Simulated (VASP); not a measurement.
Write the native input for VASP 6.6.1 that does the following.

```
Task                   : relaxation of cell and atoms
Functional             : PBEsol
Dispersion             : D4
Potentials or basis    : VASP PAW PBE potentials, release 64 (Ta_pv, N)
Cutoff                 : 600 eV
k mesh                 : 10 × 10 × 10
Occupations            : fermi-dirac, width 0.05 eV
Spin                   : no spin polarisation
Dipole correction      : no
Further INCAR settings : ALGO = Normal; EDIFF = 1e-07; IBRION = 2; EDIFFG = -0.01; NSW = 60; ISIF = 3
```

The structure of TaN lies in POSCAR:

```
TaN
1.0
    0.0000000000      2.2113230000      2.2113230000
    2.2113230000      0.0000000000      2.2113230000
    2.2113230000      2.2113230000      0.0000000000
Ta N
1 1
Direct
    0.5000000000      0.5000000000      0.5000000000
    0.0000000000      0.0000000000      0.0000000000
```

These files were run (other wordings do the same):

INCAR

```
SYSTEM = TaN
PREC = Accurate
ENCUT = 600
EDIFF = 1E-7
ISMEAR = -1
SIGMA = 0.05
LREAL = .FALSE.
LASPH = .TRUE.
NELM = 100
ALGO = Normal
ISIF = 3
LWAVE = .FALSE.
LCHARG = .FALSE.
GGA = PS
IVDW = 13
IBRION = 2
NSW = 60
EDIFFG = -0.01
```

KPOINTS

```
Automatic mesh
0
G
  10 10 10
  0 0 0
```

Potentials or basis: VASP PAW PBE potentials, release 64 (Ta_pv, N).

Command:

```sh
$ cat potpaw_PBE.64/Ta_pv/POTCAR potpaw_PBE.64/N/POTCAR > POTCAR
$ mpirun -np 1 vasp_std > vasp.out
```

Results of the run:

```yaml
Relaxed_volume: 10.41 Å³/atom
Relaxed_cell: a = 3.088 Å, b = 3.088 Å, c = 3.088 Å, α = 60.00°, β = 60.00°, γ = 60.00°
Space_group_after_relaxing_to_0.05_Å: Fm-3m (No. 225)
Energy_gained_by_relaxing: 16.8 meV/atom
Ionic_steps: 4
Pressure_after_relaxing: 0.0 GPa
Dispersion_energy_per_atom: -0.187 eV
```

Caveat: the PAW data sets were made with another functional, which shifts forces and pressure a little.

Wall time 55 s on 1 thread of Intel(R) Xeon(R) Platinum 8259CL CPU @ 2.50GHz (Skylake/Cascade Lake) (shared host), peak memory 0.18 GiB.
